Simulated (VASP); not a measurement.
# NaH in VASP: further runs

The runs below take NaH through single point, with PBE, r2SCAN.

Everything below comes from runs of VASP 6.6.1. Logs are shortened: lines on timing, memory, paths and dates and some standing lists are left out, and cuts for length are marked.

## (1) The cell of the first run

Symmetry: I-4m2, No. 119, tetragonal system. The conventional cell has a = 3.673 Å, b = 3.673 Å, c = 5.150 Å, α = 90.00°, β = 90.00°, γ = 90.00°. Within 3.0 Å of Na (site symmetry -4m2) lie 4 H at 2.24 Å. Within 3.0 Å of H (site symmetry -4m2) lie 4 Na at 2.24 Å.

## (2) Single point, PBE (uniaxial z strain -0.8%)

File INCAR:

```
ALGO = Normal
EDIFF = 1E-7
ENCUT = 520
GGA = PE
ISIF = 2
ISMEAR = -1
LASPH = True
LCHARG = True
LELF = True
LREAL = False
LVHAR = True
LWAVE = False
NBANDS = 11
NELM = 60
PREC = Accurate
SIGMA = 0.02
```

File KPOINTS:

```
k-points
0
Gamma
  8 8 8
```

File POSCAR:

```
NaH
1.0
    0.0000000000      2.5969210614      2.5751069245
    2.5969210614      0.0000000000      2.5751069245
    2.5969210614      2.5969210614      0.0000000000
Na H
1 1
Direct
    0.0000000000      0.0000000000      0.0000000000
    0.2500000000      0.2500000000      0.2500000000
```

Potentials or basis: VASP PAW PBE potentials, release 64 (Na_pv, H).

Launch:

```console
$ cat potpaw_PBE.64/Na_pv/POTCAR potpaw_PBE.64/H/POTCAR > POTCAR
$ mpirun -np 1 vasp_std > vasp.out
```

OUTCAR:

```text
EDIFF = 1E-7
   ENCUT = 520
   GGA = PE
   ISIF = 2
   ISMEAR = -1
   LASPH = True
   LREAL = False
   NELM = 60
   PREC = Accurate

 ion  position               nearest neighbor table
   1  0.000  0.000  0.000-
   2  0.250  0.250  0.250-

  LATTYP: Found a body centered tetragonal cell.
 ALAT       =     3.6726009854
 C/A-ratio  =     1.4023341685

  Lattice vectors:

 A1 = (   0.0000000000,  -2.5969210614,  -2.5751069245)
 A2 = (   0.0000000000,   2.5969210614,  -2.5751069245)
 A3 = (   2.5969210614,   0.0000000000,   2.5751069245)

Analysis of symmetry for initial positions (statically):
=====================================================================
 Subroutine PRICEL returns:
 Original cell was already a primitive cell.

 Routine SETGRP: Setting up the symmetry group for a
 body centered tetragonal supercell.

 Subroutine GETGRP returns: Found  8 space group operations
 (whereof  8 operations were pure point group operations)
 out of a pool of 16 trial point group operations.

The static configuration has the point symmetry D_2d.

Analysis of symmetry for dynamics (positions and initial velocities):
=====================================================================
 Subroutine PRICEL returns:
 Original cell was already a primitive cell.

 Routine SETGRP: Setting up the symmetry group for a
 body centered tetragonal supercell.

 Subroutine GETGRP returns: Found  8 space group operations
 (whereof  8 operations were pure point group operations)
 out of a pool of 16 trial point group operations.

The dynamic configuration has the point symmetry D_2d.

 Subroutine INISYM returns: Found  8 space group operations
 (whereof  8 operations are pure point group operations),
 and found     1 'primitive' translations

----------------------------------------------------------------------------------------

                                     Primitive cell

  volume of cell :      34.7330

  direct lattice vectors                    reciprocal lattice vectors
     0.000000000  2.596921061  2.575106925    -0.192535694  0.192535694  0.194166695
     2.596921061  0.000000000  2.575106925     0.192535694 -0.192535694  0.194166695
     2.596921061  2.596921061  0.000000000     0.192535694  0.192535694 -0.194166695

  length of vectors
     3.657208590  3.657208590  3.672600985     0.334425915  0.334425915  0.334425915

  position of ions in fractional coordinates (direct lattice)
     0.000000000  0.000000000  0.000000000
     0.250000000  0.250000000  0.250000000

  ion indices of the primitive-cell ions
   primitive index   ion index
                 1           1
                 2           2

----------------------------------------------------------------------------------------

 KPOINTS: k-points

Automatic generation of k-mesh.
 Grid dimensions read from file:
 generate k-points for:    8    8    8

 Generating k-lattice:

  Cartesian coordinates                     Fractional coordinates (reciprocal lattice)
    -0.024066962  0.024066962  0.024270837     0.125000000  0.000000000  0.000000000
     0.024066962 -0.024066962  0.024270837     0.000000000  0.125000000  0.000000000
     0.024066962  0.024066962 -0.024270837     0.000000000  0.000000000  0.125000000

  Length of vectors
     0.041803239  0.041803239  0.041803239

  Shift w.r.t. Gamma in fractional coordinates (k-lattice)
     0.000000000  0.000000000  0.000000000

 Subroutine IBZKPT returns following result:
 ===========================================

 Found     59 irreducible k-points:

 Following reciprocal coordinates:
            Coordinates               Weight
  0.000000  0.000000  0.000000      1.000000
  0.125000  0.000000  0.000000      8.000000
  0.250000  0.000000  0.000000      8.000000
  0.375000  0.000000  0.000000      8.000000
  0.500000  0.000000  0.000000      4.000000
  0.125000  0.125000  0.000000      2.000000
[... 16 lines left out ...]
  0.250000  0.000000  0.125000     16.000000
  0.375000  0.000000  0.125000     16.000000
 [... further k-points ...]
   k-points           NKPTS =     59   k-points in BZ     NKDIM =     59   number of bands    NBANDS=     11
   number of dos      NEDOS =    301   number of ions     NIONS =      2
   total plane-waves  NPLWV =  21952
   dimension x,y,z NGX =    28 NGY =   28 NGZ =   28
   dimension x,y,z NGXF=    56 NGYF=   56 NGZF=   56
   ions per type =               1   1
   NGX,Y,Z   is equivalent  to a cutoff of  12.73, 12.73, 12.67 a.u.
   NGXF,Y,Z  is equivalent  to a cutoff of  25.46, 25.46, 25.35 a.u.
 SYSTEM =  unknown system
   PREC   = accura    normal or accurate (medium, high low for compatibility)
   ISTART =      0    job   : 0-new  1-cont  2-samecut
   ICHARG =      2    charge: 1-file 2-atom 10-const
   ISPIN  =      1    spin polarized calculation?
   LNONCOLLINEAR =      F non collinear calculations
   LSORBIT =      F    spin-orbit coupling
   LASPH  =      T    aspherical Exc in radial PAW
   ENCUT  =  520.0 eV  38.22 Ry    6.18 a.u.   6.80  6.80  6.83*2*pi/ulx,y,z
   NELM   =     60;   NELMIN=  2; NELMDL= -5     # of ELM steps
   EDIFF  = 0.1E-06   stopping-criterion for ELM
   LREAL  =      F    real-space projection
   EDIFFG = 0.1E-05   stopping-criterion for IOM
   NSW    =      0    number of steps for IOM
   IBRION =     -1    ionic relax: 0-MD 1-quasi-New 2-CG
   NFREE  =      0    steps in history (QN), initial steepest desc. (CG)
   ISIF   =      2    stress and relaxation
   ISYM   =      2    0-nonsym 1-usesym 2-fastsym
   POTIM  = 0.5000    time-step for ionic-motion
   TEBEG  =    0.0;   TEEND  =   0.0 temperature during run
   PSTRESS=    0.0 pullay stress
   NELECT =       8.0000    total number of electrons
   NUPDOWN=      -1.0000    fix difference up-down
   EMIN   =  10.00;   EMAX   =-10.00  energy-range for DOS
   EFERMI =   0.00;   METHOD = LEGACY
   ISMEAR =    -1;   SIGMA  =   0.02  broadening in eV -4-tet -1-fermi 0-gaus
   EFERMI_NEDOS =   21; number of points for ismear=-14 and -15
   IALGO  =     38    algorithm
   IMIX   =      4    mixing-type and parameters
     AMIX     =   0.40;   BMIX     =  1.00
     AMIX_MAG =   1.60;   BMIX_MAG =  1.00
  volume/ion in A,a.u.               =      17.37       117.20
  Fermi-wavevector in a.u.,A,eV,Ry     =   1.003515  1.896369 13.701645  1.007043
  Thomas-Fermi vector in A             =   2.136072
   LORBIT       =      0    0 simple, 1 ext, 2 COOP (PROOUT), +10 PAW based schemes
   GGA     = PE    functional components
   LHFCALC =     F    Hartree Fock is set to
   AEXX    =    0.0000 exact exchange contribution
   IVDW    =     0    specifies the selected vdW correction
   LEPSILON=     F    determine dielectric tensor
   LRPA    =     F    only Hartree local field effects (RPA)
 non-spin polarized calculation
  energy-cutoff  :      520.00
  volume of cell :       34.73
 maximum number of plane-waves:       946
   NGX = 13   NGY = 13   NGZ = 13

 number of electron       8.0000009 magnetization

 Free energy of the ion-electron system (eV)
  ---------------------------------------------------
  ext. energy  EPLUGINS =         0.00000000
  ---------------------------------------------------
  free energy    TOTEN  =        -4.98924523 eV

  energy without entropy =       -4.98924523  energy(sigma->0) =       -4.98924523

 E-fermi :  -1.3174     XC(G=0):  -6.9018

 val. band max:       -1.8607318598   @ k =  -0.2500   0.5000   0.2500
 cond. band min:       1.7526319280   @ k =   0.5000   0.0000   0.0000
 fundamental gap:      3.6133637878
 Fermi energy:        -1.3173810150

 k-point     1 :       0.0000    0.0000    0.0000
  band No.  band energies     occupation
      1     -23.8438      2.00000
      2     -23.8424      2.00000
      3     -23.8424      2.00000
      4      -4.7263      2.00000
      5       6.3997      0.00000
      6      11.5183      0.00000
      7      11.5183      0.00000
      8      11.5337      0.00000
      9      14.2231      0.00000
     10      14.2231      0.00000
     11      14.2295      0.00000

 k-point     2 :       0.1250    0.0000    0.0000
  band No.  band energies     occupation
      1     -23.8502      2.00000
      2     -23.8441      2.00000
      3     -23.8434      2.00000
      4      -4.5070      2.00000
      5       5.7196      0.00000
      6      10.7299      0.00000
      7      11.2547      0.00000
      8      11.2856      0.00000
      9      14.7868      0.00000
     10      14.7976      0.00000
     11      14.8979      0.00000

 k-point     3 :       0.2500    0.0000    0.0000
  band No.  band energies     occupation
      1     -23.8676      2.00000
      2     -23.8464      2.00000
      3     -23.8458      2.00000
      4      -3.8912      2.00000
      5       4.1519      0.00000
      6       9.6762      0.00000
      7      10.8922      0.00000
      8      10.9563      0.00000
      9      13.8305      0.00000
     10      13.9862      0.00000
     11      15.0378      0.00000

 k-point     4 :       0.3750    0.0000    0.0000
  band No.  band energies     occupation
      1     -23.8848      2.00000
      2     -23.8486      2.00000
      3     -23.8482      2.00000
      4      -3.0593      2.00000
      5       2.5284      0.00000
      6       9.0568      0.00000
      7      10.7343      0.00000
      8      10.8296      0.00000
      9      12.7518      0.00000
     10      12.8890      0.00000
     11      14.2367      0.00000
[... 239 lines left out ...]
 k-point    22 :       0.1250    0.0000    0.1250
  band No.  band energies     occupation
      1     -23.8496      2.00000
      2     -23.8463      2.00000
      3     -23.8448      2.00000
      4      -4.4359      2.00000
      5       5.6401      0.00000
      6      10.4012      0.00000
      7      10.4061      0.00000
      8      12.4903      0.00000
      9      12.9075      0.00000
     10      14.1119      0.00000
     11      15.9551      0.00000

 k-point    23 :       0.2500    0.0000    0.1250
  band No.  band energies     occupation
      1     -23.8626      2.00000
      2     -23.8485      2.00000
      3     -23.8471      2.00000
      4      -3.9542      2.00000
      5       4.6026      0.00000
      6       9.2067      0.00000
      7       9.8275      0.00000
      8      11.6390      0.00000
      9      13.1912      0.00000
     10      13.9284      0.00000
     11      16.1867      0.00000

 k-point    24 :       0.3750    0.0000    0.1250
  band No.  band energies     occupation
      1     -23.8790      2.00000
      2     -23.8509      2.00000
      3     -23.8501      2.00000
      4      -3.1841      2.00000
      5       3.1361      0.00000
      6       8.1117      0.00000
      7       9.6376      0.00000
      8      10.7374      0.00000
      9      13.0882      0.00000
     10      14.8395      0.00000
     11      15.5335      0.00000

 [... further k-points ...]
[... 5 lines left out ...]
  --------------------------------------------------------------------------------------
  -------------------------------------------------------------------------------------
  Total        0.0801447      0.0801447      0.0881801      0.0000000      0.0000000     -0.0000000
  in kB        3.6969407      3.6969407      4.0676027      0.0000000      0.0000000     -0.0000000
  external PRESSURE =       3.8204947 kB  Pullay stress =       0.0000000 kB

 VOLUME and BASIS-vectors are now :
 -----------------------------------------------------------------------------
  energy-cutoff  :      520.00
  volume of cell :       34.73
      direct lattice vectors                 reciprocal lattice vectors
     0.000000000  2.596921061  2.575106925    -0.192535694  0.192535694  0.194166695
     2.596921061  0.000000000  2.575106925     0.192535694 -0.192535694  0.194166695
     2.596921061  2.596921061  0.000000000     0.192535694  0.192535694 -0.194166695

 POSITION                                       TOTAL-FORCE (eV/Angst)
 -----------------------------------------------------------------------------------
      0.00000      0.00000      0.00000         0.000000      0.000000      0.000000
      1.29846      1.29846      1.28755        -0.000000     -0.000000      0.000000
 -----------------------------------------------------------------------------------
    total drift:                                0.000001      0.000001      0.000001

  FREE ENERGIE OF THE ION-ELECTRON SYSTEM (eV)
  ---------------------------------------------------
  free  energy   TOTEN  =        -4.9892452344 eV

  energy  without entropy=       -4.9892452344  energy(sigma->0) =       -4.98924523
```

Wall time 9.6 s (1 thread of Intel Xeon 6975P-C (Granite Rapids), shared host); peak memory 0.15 GiB.

Results:

| Item | Value |
| --- | --- |
| Free energy | -4.9892 eV |
| Pressure | 0.4 GPa |
| Band gap on the k mesh | 3.61 eV (least direct gap 4.33 eV) |

Caveat: the cell differs from its parent crystal (uniaxial z strain -0.8%).

[end of part 1 of 2]
